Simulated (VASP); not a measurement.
Write the native input for VASP 6.6.1 that does the following.

* Task: single point
* Functional: LDA
* Potentials or basis: VASP PAW LDA potentials, release 64 (Cu, I)
* Cutoff: 600 eV
* k mesh: 8 × 8 × 8
* Occupations: gaussian, width 0.02 eV
* Spin: no spin polarisation
* Dipole correction: no
* Further INCAR settings: ALGO = Normal; EDIFF = 1e-06; NBANDS = 16

The structure of CuI lies in POSCAR:

```
CuI
1.0
    0.0000000000      2.9308021272      2.9308021272
    2.9308021272      0.0000000000      2.9308021272
    2.9308021272      2.9308021272      0.0000000000
Cu I
1 1
Direct
    0.0000000000      0.0000000000      0.0000000000
    0.2500000000      0.2500000000      0.2500000000
```

The input as run:

INCAR

```
SYSTEM = CuI
ALGO     = Normal         ! electronic algorithm
EDIFF    = 1E-6           ! SCF threshold, eV
ENCUT    = 600            ! plane-wave cutoff, eV
GGA_COMPAT= .False.      
ISIF     = 2              ! what is computed and relaxed
ISMEAR   = 0              ! smearing method
LASPH    = .True.         ! aspherical terms in the spheres
LCHARG   = .False.        ! write CHGCAR
LREAL    = .False.        ! projectors in reciprocal space
LWAVE    = .False.        ! write WAVECAR
NBANDS   = 16             ! bands
NELM     = 120            ! most SCF steps
PREC     = Accurate       ! precision mode
SIGMA    = 0.02           ! smearing width, eV
```

KPOINTS

```
k-points
0
Gamma
  8 8 8
  0 0 0
```

Potentials or basis: VASP PAW LDA potentials, release 64 (Cu, I).

Launch:

```console
$ cat potpaw_LDA.64/Cu/POTCAR potpaw_LDA.64/I/POTCAR > POTCAR
$ mpirun -np 1 vasp_std > vasp.out
```

It gave:

```
Pressure               : 0.2 GPa
Band gap on the k mesh : 1.29 eV
```

Caveat: spin-orbit coupling is left out, which moves the levels of the heavy elements.

It took 14 s on 1 thread of Intel(R) Xeon(R) 6975P-C (Granite Rapids) (shared host), peak memory 0.18 GiB.
